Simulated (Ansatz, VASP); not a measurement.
# BN: VASP beside Ansatz

The input INCAR:

```
PREC = Accurate
ENCUT = 600
EDIFF = 1E-6
ISMEAR = 0
SIGMA = 0.01
LREAL = F
LASPH = T
NELM = 120
ALGO = Normal
ISIF = 2
LWAVE = F
LCHARG = F
GGA = PE
NBANDS = 11
GGA_COMPAT = F
```

The input KPOINTS:

```
Automatic mesh
0
Gamma
  10 10 10
```

The input POSCAR:

```
BN
1.0
    0.0000000000      1.6423135918      1.6423135918
    1.6423135918      0.0000000000      1.6423135918
    1.6423135918      1.6423135918      0.0000000000
B N
1 1
Direct
    0.0000000000      0.0000000000      0.0000000000
    0.2500000000      0.2500000000      0.2500000000
```

Input for Ansatz:

```yaml
crystal:
  lattice:
    - [0.0, 1.6423135918, 1.6423135918]
    - [1.6423135918, 0.0, 1.6423135918]
    - [1.6423135918, 1.6423135918, 0.0]
  atoms:
    - { symbol: B, position: [0.0, 0.0, 0.0] }
    - { symbol: "N", position: [0.25, 0.25, 0.25] }
scf:
  occupations: { method: fixed }
output:
  forces: true
  stress: true
  eigenvalues: true
  write_density: true
  write_potential: true
  elf: true
  volumetric_format: npy
hamiltonian:
  xc: pbe
  pseudopotentials: { kind: nc }
kpoints:
  mp_grid: { grid: [10, 10, 10] }
```

Alike in both runs: task single point; functional PBE; k mesh 10 × 10 × 10; no spin polarisation.

|  | VASP | Ansatz |
| --- | --- | --- |
| version | VASP 6.6.1 | Ansatz 0.2.0 |
| potentials or method | VASP PAW PBE potentials, release 64 (B, N) | scalar-relativistic, plane waves, norm-conserving pseudopotentials |
| plane-wave cutoff (eV) | 600 | 1240 |
| occupations | gaussian, width 0.01 eV | fixed |
| valence electrons in the cell | 8 | 8 |

Ansatz gave:

| Item | Value |
| --- | --- |
| gap on the k mesh at the Fermi level (eV) | 4.73 |
| least direct gap on the mesh (eV) | 10.20 |

Problem. What did VASP give for the same quantities?

Solution. gap on the k mesh at the Fermi level (eV): 4.71; least direct gap on the mesh (eV): 10.19.
